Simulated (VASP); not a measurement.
Here is a VASP 6.6.1 calculation.

INCAR

```
  PREC = Accurate
  ENCUT = 520
  EDIFF = 1E-7
  ISMEAR = -1
  SIGMA = 0.05
  LREAL = Auto
  LASPH = True
  NELM = 80
  ALGO = Normal
  ISIF = 2
  LWAVE = False
  LCHARG = True
  GGA = PS
  LELF = True
  LVHAR = True
  NBANDS = 85
```

File KPOINTS:

```
Automatic mesh
0
Gamma
  2 2 2
  0.5 0.5 0.5
```

Contents of POSCAR:

```
Zn4S3N
1.0
    0.0000000000      5.3562680000      5.3562680000
    5.3562680000      0.0000000000      5.3562680000
    5.3562680000      5.3562680000      0.0000000000
Zn S N
8 6 2
Direct
    0.0056430000      0.9871490000      0.0003870000
    0.4928930000      0.5062490000      0.4899590000
    0.9930010000      0.0020120000      0.5044050000
    0.5060330000      0.4964820000      0.9969080000
    0.0078890000      0.4995270000      0.9913310000
    0.4974180000      0.0080420000      0.4928920000
    0.5097670000      0.9935790000      0.9924810000
    0.0067920000      0.4967900000      0.4909260000
    0.1206800000      0.1384700000      0.1229840000
    0.6440290000      0.6119520000      0.1300020000
    0.1185450000      0.6268330000      0.1313010000
    0.6337110000      0.1170820000      0.6172870000
    0.6282360000      0.1237890000      0.1271680000
    0.1359920000      0.6161600000      0.6275790000
    0.6170720000      0.6299040000      0.6326360000
    0.1331070000      0.1176870000      0.6277740000
```

Potentials or basis: VASP PAW PBE potentials, release 64 (Zn, S, N).

Command:

```sh
$ cat potpaw_PBE.64/Zn/POTCAR potpaw_PBE.64/S/POTCAR potpaw_PBE.64/N/POTCAR > POTCAR
$ mpirun -np 1 vasp_std > vasp.out
```

Task: Estimate the band gap on the k mesh.

Result: Zero (bands 71 and 72 overlap by 0.36 eV).

Task: What does it give for the largest force?

Result: 2.118 eV/Å.

Forces in eV/Å, atoms in the order of the input:
```
Zn  -0.296 -1.095  1.476
Zn   0.600  1.662  0.786
Zn   0.298  1.240  1.293
Zn  -0.694 -1.037  1.030
Zn   0.229  0.276  0.213
Zn   0.170  0.065 -2.110
Zn   0.332 -0.018 -0.196
Zn   0.423  0.571 -1.875
S   -0.961  0.757 -0.458
S    0.162 -1.164 -0.028
S   -0.815  0.225  0.330
S    0.808 -0.169 -0.135
S   -0.459 -0.385  0.035
S    0.242 -0.967 -0.040
N   -0.038  0.151 -0.182
N   -0.001 -0.112 -0.139
```

Caveat: the k points lie up to 0.51 Å⁻¹ apart; the PAW data sets were made with another functional, which shifts forces and pressure a little.
